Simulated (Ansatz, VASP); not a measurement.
## Cd2BiO2 in VASP and in Ansatz

```
Cd Bi O
1.0
     4.04784    0.00000    0.00000
    -2.02392    3.50553    0.00000
     0.00000    0.00000    7.91545
Cd Bi O
2 1 2
Direct
  0.66667 0.33333 0.50000
  0.33333 0.66667 0.00000
  0.66667 0.33333 0.00000
  0.00000 0.00000 0.70553
  0.00000 0.00000 0.29447
```

Change from the starting cell: species swapped into the Sr2ZnAs2 type (P-6m2, No. 187).

Alike in both runs: task relaxation of cell and atoms; functional PBE; k mesh 6 × 6 × 2; occupations gaussian, width 0.1 eV; no spin polarisation.

|  | VASP | Ansatz |
| --- | --- | --- |
| version | VASP 6.6.1 | Ansatz 0.2.0 |
| potentials or method | VASP PAW PBE potentials, release 64 (Cd, Bi_d, O), cutoff 600 eV | scalar-relativistic, plane waves, PAW |
| valence electrons in the cell | 51 | 67 |

Ansatz gave:

```
gap on the k mesh at the Fermi level, each at its own relaxed structure (eV)  : none
relaxed volume (Å³/atom)                                                      : 21.72
relaxed length of the cell vector where the two differ most in proportion (Å) : 4.520
```

Problem. Estimate VASP's values.

Solution. gap on the k mesh at the Fermi level, each at its own relaxed structure (eV): none; relaxed volume (Å³/atom): 21.81; relaxed length of the cell vector where the two differ most in proportion (Å): 4.533.

A gap of «none» marks a metal or a gap that the smearing closes. VASP's potentials hold 51 valence electrons a cell and Ansatz's 67, so a difference there can come from the potentials and not from the codes.

The k mesh is coarse, so the values compare programs but aren't converged. Neither program's run includes spin-orbit coupling.
